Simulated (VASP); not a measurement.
# Pd (P6_3/mmc) in VASP: settings compared, part 3 of 3

VASP 6.6.1.

**4. Single point, revPBE+D4**

This run uses another cell than the first one, of 14.96 Å³/atom, 0.963 times its volume.

INCAR reads:

```
SYSTEM = Pd
  PREC = Accurate
  ENCUT = 520
  EDIFF = 1E-7
  ISMEAR = -1
  SIGMA = 0.05
  LREAL = .FALSE.
  LASPH = .TRUE.
  NELM = 100
  ALGO = Normal
  ISIF = 2
  LWAVE = .FALSE.
  LCHARG = .FALSE.
  GGA = RE
  IVDW = 13
  NBANDS = 17
```

KPOINTS reads:

```
Automatic mesh
0
G
  11 11 6
  0 0 0
```

POSCAR reads:

```
Pd
1.0
    2.7467681092      0.0000000000      0.0000000000
   -1.3733840546      2.3787709608      0.0000000000
    0.0000000000      0.0000000000      4.5793754970
Pd
2
Direct
    0.3333333333      0.6666666667      0.2500000000
    0.6666666667      0.3333333333      0.7500000000
```

Potentials or basis: VASP PAW PBE potentials, release 64 (Pd).

Command:

```sh
> cat potpaw_PBE.64/Pd/POTCAR > POTCAR
> mpirun -np 1 vasp_std > vasp.out
```

OUTCAR:

```text
SYSTEM = Pd
   PREC = Accurate
   ENCUT = 520
   EDIFF = 1E-7
   ISMEAR = -1
   LREAL = .FALSE.
   LASPH = .TRUE.
   NELM = 100
   ISIF = 2
   GGA = RE
   IVDW = 13

 ion  position               nearest neighbor table
   1  0.333  0.667  0.250-   2 2.79   2 2.79   2 2.79   2 2.79   2 2.79   2 2.79
   2  0.667  0.333  0.750-   1 2.79   1 2.79   1 2.79   1 2.79   1 2.79   1 2.79

  LATTYP: Found a hexagonal cell.
 ALAT       =     2.7467681092
 C/A-ratio  =     1.6671867864

  Lattice vectors:

 A1 = (   2.7467681092,   0.0000000000,   0.0000000000)
 A2 = (  -1.3733840546,   2.3787709608,   0.0000000000)
 A3 = (   0.0000000000,   0.0000000000,   4.5793754970)

Analysis of symmetry for initial positions (statically):
=====================================================================
 Subroutine PRICEL returns:
 Original cell was already a primitive cell.

 Routine SETGRP: Setting up the symmetry group for a
 hexagonal supercell.

 Subroutine GETGRP returns: Found 24 space group operations
 (whereof 12 operations were pure point group operations)
 out of a pool of 24 trial point group operations.

The static configuration has the point symmetry D_3d.
 The point group associated with its full space group is D_6h.

Analysis of symmetry for dynamics (positions and initial velocities):
=====================================================================
 Subroutine PRICEL returns:
 Original cell was already a primitive cell.

 Routine SETGRP: Setting up the symmetry group for a
 hexagonal supercell.

 Subroutine GETGRP returns: Found 24 space group operations
 (whereof 12 operations were pure point group operations)
 out of a pool of 24 trial point group operations.

The dynamic configuration has the point symmetry D_3d.
 The point group associated with its full space group is D_6h.

 Subroutine INISYM returns: Found 24 space group operations
 (whereof 12 operations are pure point group operations),
 and found     1 'primitive' translations

----------------------------------------------------------------------------------------

                                     Primitive cell

  volume of cell :      29.9213

  direct lattice vectors                    reciprocal lattice vectors
     2.746768109  0.000000000  0.000000000     0.364064224  0.210192578  0.000000000
    -1.373384055  2.378770961  0.000000000     0.000000000  0.420385155  0.000000000
     0.000000000  0.000000000  4.579375497     0.000000000  0.000000000  0.218370387

  length of vectors
     2.746768109  2.746768109  4.579375497     0.420385155  0.420385155  0.218370387

  position of ions in fractional coordinates (direct lattice)
     0.333333333  0.666666667  0.250000000
     0.666666667  0.333333333  0.750000000

  ion indices of the primitive-cell ions
   primitive index   ion index
                 1           1
                 2           2

----------------------------------------------------------------------------------------

 KPOINTS: Automatic mesh

Automatic generation of k-mesh.
 Grid dimensions read from file:
 generate k-points for:   11   11    6

 Generating k-lattice:

  Cartesian coordinates                     Fractional coordinates (reciprocal lattice)
     0.033096748  0.019108416  0.000000000     0.090909091  0.000000000  0.000000000
     0.000000000  0.038216832  0.000000000     0.000000000  0.090909091  0.000000000
     0.000000000  0.000000000  0.036395065     0.000000000  0.000000000  0.166666667

  Length of vectors
     0.038216832  0.038216832  0.036395065

  Shift w.r.t. Gamma in fractional coordinates (k-lattice)
     0.000000000  0.000000000  0.000000000

 Subroutine IBZKPT returns following result:
 ===========================================

 Found     64 irreducible k-points:

 Following reciprocal coordinates:
            Coordinates               Weight
  0.000000  0.000000  0.000000      1.000000
  0.090909 -0.000000  0.000000      6.000000
  0.181818 -0.000000  0.000000      6.000000
  0.272727 -0.000000  0.000000      6.000000
  0.363636  0.000000  0.000000      6.000000
  0.454545 -0.000000  0.000000      6.000000
[... 16 lines left out ...]
  0.090909  0.090909  0.166667     12.000000
  0.181818  0.090909  0.166667     24.000000
 [... further k-points ...]
   k-points           NKPTS =     64   k-points in BZ     NKDIM =     64   number of bands    NBANDS=     17
   number of dos      NEDOS =    301   number of ions     NIONS =      2
   total plane-waves  NPLWV =  14400
   dimension x,y,z NGX =    20 NGY =   20 NGZ =   36
   dimension x,y,z NGXF=    40 NGYF=   40 NGZF=   72
   ions per type =               2
   NGX,Y,Z   is equivalent  to a cutoff of  12.10, 12.10, 13.07 a.u.
   NGXF,Y,Z  is equivalent  to a cutoff of  24.21, 24.21, 26.14 a.u.
 SYSTEM =  Pd
   PREC   = accura    normal or accurate (medium, high low for compatibility)
   ISTART =      0    job   : 0-new  1-cont  2-samecut
   ICHARG =      2    charge: 1-file 2-atom 10-const
   ISPIN  =      1    spin polarized calculation?
   LNONCOLLINEAR =      F non collinear calculations
   LSORBIT =      F    spin-orbit coupling
   LASPH  =      T    aspherical Exc in radial PAW
   ENCUT  =  520.0 eV  38.22 Ry    6.18 a.u.   5.11  5.11  8.51*2*pi/ulx,y,z
   NELM   =    100;   NELMIN=  2; NELMDL= -5     # of ELM steps
   EDIFF  = 0.1E-06   stopping-criterion for ELM
   LREAL  =      F    real-space projection
   EDIFFG = 0.1E-05   stopping-criterion for IOM
   NSW    =      0    number of steps for IOM
   IBRION =     -1    ionic relax: 0-MD 1-quasi-New 2-CG
   NFREE  =      0    steps in history (QN), initial steepest desc. (CG)
   ISIF   =      2    stress and relaxation
   ISYM   =      2    0-nonsym 1-usesym 2-fastsym
   POTIM  = 0.5000    time-step for ionic-motion
   TEBEG  =    0.0;   TEEND  =   0.0 temperature during run
   PSTRESS=    0.0 pullay stress
   NELECT =      20.0000    total number of electrons
   NUPDOWN=      -1.0000    fix difference up-down
   EMIN   =  10.00;   EMAX   =-10.00  energy-range for DOS
   EFERMI =   0.00;   METHOD = LEGACY
   ISMEAR =    -1;   SIGMA  =   0.05  broadening in eV -4-tet -1-fermi 0-gaus
   EFERMI_NEDOS =   21; number of points for ismear=-14 and -15
   IALGO  =     38    algorithm
   IMIX   =      4    mixing-type and parameters
     AMIX     =   0.40;   BMIX     =  1.00
     AMIX_MAG =   1.60;   BMIX_MAG =  1.00
  volume/ion in A,a.u.               =      14.96       100.96
  Fermi-wavevector in a.u.,A,eV,Ry     =   1.431390  2.704934 27.876654  2.048876
  Thomas-Fermi vector in A             =   2.551131
   LORBIT       =      0    0 simple, 1 ext, 2 COOP (PROOUT), +10 PAW based schemes
   GGA     = RE    functional components
   LHFCALC =     F    Hartree Fock is set to
   AEXX    =    0.0000 exact exchange contribution
   IVDW    =    13    specifies the selected vdW correction
   LEPSILON=     F    determine dielectric tensor
   LRPA    =     F    only Hartree local field effects (RPA)
 non-spin polarized calculation
  energy-cutoff  :      520.00
  volume of cell :       29.92
 maximum number of plane-waves:       820
   NGX = 11   NGY = 11   NGZ = 17

 number of electron      20.0000004 magnetization

 Free energy of the ion-electron system (eV)
  ---------------------------------------------------
  ext. energy  EPLUGINS =         0.00000000
  ---------------------------------------------------
  free energy    TOTEN  =        -9.40121772 eV

  energy without entropy =       -9.35560179  energy(sigma->0) =       -9.37840976

 E-fermi :   9.6291     XC(G=0): -13.0195

 val. band max:        9.6267014225   @ k =   0.3636   0.0000   0.0000
 cond. band min:       9.6412981721   @ k =   0.4545  -0.0000   0.0000
 fundamental gap:      0.0145967495
 Fermi energy:         9.6291024473

 k-point     1 :       0.0000    0.0000    0.0000
  band No.  band energies     occupation
      1       2.6227      2.00000
      2       4.4369      2.00000
      3       6.7366      2.00000
      4       6.9387      2.00000
      5       6.9387      2.00000
      6       7.2831      2.00000
[... 9 lines left out ...]
     16      29.2019      0.00000
     17      31.9439      0.00000
[... 441 lines left out ...]
 k-point    24 :       0.1818    0.0909    0.1667
  band No.  band energies     occupation
      1       4.3813      2.00000
      2       5.3769      2.00000
      3       6.1177      2.00000
      4       6.3116      2.00000
      5       6.7796      2.00000
      6       7.2495      2.00000
[... 9 lines left out ...]
     16      27.2447      0.00000
     17      28.5453      0.00000

 [... further k-points ...]

------------------------ aborting loop because EDIFF is reached ----------------------------------------

  DFT-D4 for vdW energy calculation

  Edisp (eV):   -1.62928

  FORCE on cell =-STRESS in cart. coord.  units (eV):
  Direction    XX          YY          ZZ          XY          YZ          ZX
  --------------------------------------------------------------------------------------
  -------------------------------------------------------------------------------------
  Total      -0.04362    -0.04362    -0.05879    -0.00000     0.00000     0.00000
  in kB      -2.33589    -2.33589    -3.14825    -0.00000     0.00000     0.00000
  external pressure =       -2.61 kB  Pullay stress =        0.00 kB

 VOLUME and BASIS-vectors are now :
 -----------------------------------------------------------------------------
  energy-cutoff  :      520.00
  volume of cell :       29.92
      direct lattice vectors                 reciprocal lattice vectors
     2.746768109  0.000000000  0.000000000     0.364064224  0.210192578  0.000000000
    -1.373384055  2.378770961  0.000000000     0.000000000  0.420385155  0.000000000
     0.000000000  0.000000000  4.579375497     0.000000000  0.000000000  0.218370387

 POSITION                                       TOTAL-FORCE (eV/Angst)
 -----------------------------------------------------------------------------------
     -0.00000      1.58585      1.14484         0.000000      0.000000      0.000000
      1.37338      0.79292      3.43453        -0.000000      0.000000      0.000000
 -----------------------------------------------------------------------------------
    total drift:                               -0.000000      0.000000     -0.000000

  FREE ENERGIE OF THE ION-ELECTRON SYSTEM (eV)
  ---------------------------------------------------
  free  energy   TOTEN  =       -11.0304979019 eV

  energy  without entropy=      -10.9848819709  energy(sigma->0) =      -11.00768994
```

stdout:

```text
POSCAR found type information on POSCAR Pd
 POSCAR found :  1 types and       2 ions
 scaLAPACK will be used
 -----------------------------------------------------------------------------
|                                                                             |
|                                                                             |
|     You enforced a specific xc type in the INCAR file but a different       |
|     I HOPE YOU KNOW WHAT YOU ARE DOING!                                     |
|                                                                             |
 -----------------------------------------------------------------------------

 LDA part: xc-table for (Slater+PW92), standard interpolation
 POSCAR, INCAR and KPOINTS ok, starting setup
 FFT: planning ... GRIDC
 FFT: planning ... GRID_SOFT
 FFT: planning ... GRID
 WAVECAR not read
 entering main loop
```

It took 19 s on 1 thread of Intel Xeon Platinum 8259CL at 2.50GHz (Skylake/Cascade Lake), shared host; peak memory 0.16 GiB.

Results:

```yaml
Free_energy: -11.0305 eV
Pressure: -0.3 GPa
Band_gap_on_the_k_mesh: zero (band 10 reaches 9.77 eV, above the bottom of band 11 at 8.93 eV)
Dispersion_energy_per_atom: -0.815 eV
```

Caveat: the PAW data sets were made with another functional, which shifts forces and pressure a little; pairwise dispersion overbinds metals, which lowers pressure and volume.

**5. Single point, BLYP+D3(BJ)**

This run uses another cell than the first one, of 14.88 Å³/atom, 0.958 times its volume.

INCAR reads:

```
PREC = Accurate
ENCUT = 520
EDIFF = 1E-6
ISMEAR = -1
SIGMA = 0.05
LREAL = False
LASPH = True
NELM = 80
ALGO = Normal
ISIF = 2
LWAVE = False
LCHARG = False
GGA = B5
ALDAX = 1.0
AGGAX = 1.0
AGGAC = 1.0
ALDAC = 0.0
IVDW = 12
VDW_S6 = 1.0
VDW_S8 = 2.6996
VDW_A1 = 0.4298
VDW_A2 = 4.2359
NBANDS = 17
```

KPOINTS reads:

```
regular mesh
0
Gamma
  11 11 6
```

POSCAR reads:

```
Pd
1.0
    2.7405179744      0.0000000000      0.0000000000
   -1.3702589872      2.3733581853      0.0000000000
    0.0000000000      0.0000000000      4.5764050975
Pd
2
Direct
    0.3333333333      0.6666666667      0.2500000000
    0.6666666667      0.3333333333      0.7500000000
```

Command:

```sh
> cat potpaw_PBE.64/Pd/POTCAR > POTCAR
> mpirun -np 1 vasp_std > vasp.out
```

Wall time 24 s (1 thread of Intel Xeon Platinum 8259CL at 2.50GHz (Skylake/Cascade Lake), shared host); peak memory 0.17 GiB.

It converged, with:

```
Free energy                : -11.5906 eV
Pressure                   : 0.5 GPa
Band gap on the k mesh     : zero (band 10 reaches 10.31 eV, above the bottom of band 11 at 9.45 eV)
Dispersion energy per atom : -1.517 eV
```

Stress tensor (GPa, compression positive):
```
0.51 0.00 0.00
0.00 0.51 0.00
0.00 0.00 0.38
```

Levels at points of the mesh, in eV from the Fermi level:
```tsv
k point	band 6	band 7	band 8	band 9	band 10	band 11	band 12	band 13	band 14	band 15
(0.00, 0.00, 0.00)	-2.39	-2.39	-1.67	-1.67	-0.26	-0.26	1.09	6.92	17.51	18.95
(0.00, 0.00, 0.50)	-2.77	-2.77	-2.77	-0.72	-0.72	-0.72	-0.72	14.16	14.16	17.94
```

Caveat: the PAW data sets were made with another functional, which shifts forces and pressure a little; pairwise dispersion overbinds metals, which lowers pressure and volume.

**6. Overview**

| level | cell | gap on the mesh (eV) | pressure (GPa) |
| --- | --- | --- | --- |
| PBEsol | a = 2.784, b = 2.784, c = 4.629 Å, angles 90.0, 90.0, 120.0°, 2 atoms | none | -10.6 |
| revPBE+D3(BJ) | a = 2.720, b = 2.720, c = 4.531 Å, angles 90.0, 90.0, 120.0°, 2 atoms | none | -0.3 |
| revPBE+D4 | a = 2.747, b = 2.747, c = 4.579 Å, angles 90.0, 90.0, 120.0°, 2 atoms | none | -0.3 |
| BLYP+D3(BJ) | a = 2.741, b = 2.741, c = 4.576 Å, angles 90.0, 90.0, 120.0°, 2 atoms | none | 0.5 |

Alike in all rows: task single point; potentials or basis VASP PAW PBE potentials, release 64 (Pd); no spin polarisation; k mesh 11 × 11 × 6; cutoff (eV) 520; smearing fermi-dirac 0.05 eV.

Caveats: the PAW data sets were made with another functional, which shifts forces and pressure a little; pairwise dispersion overbinds metals, which lowers pressure and volume (some runs).

Absolute energies hang on the potentials; compare differences alone.
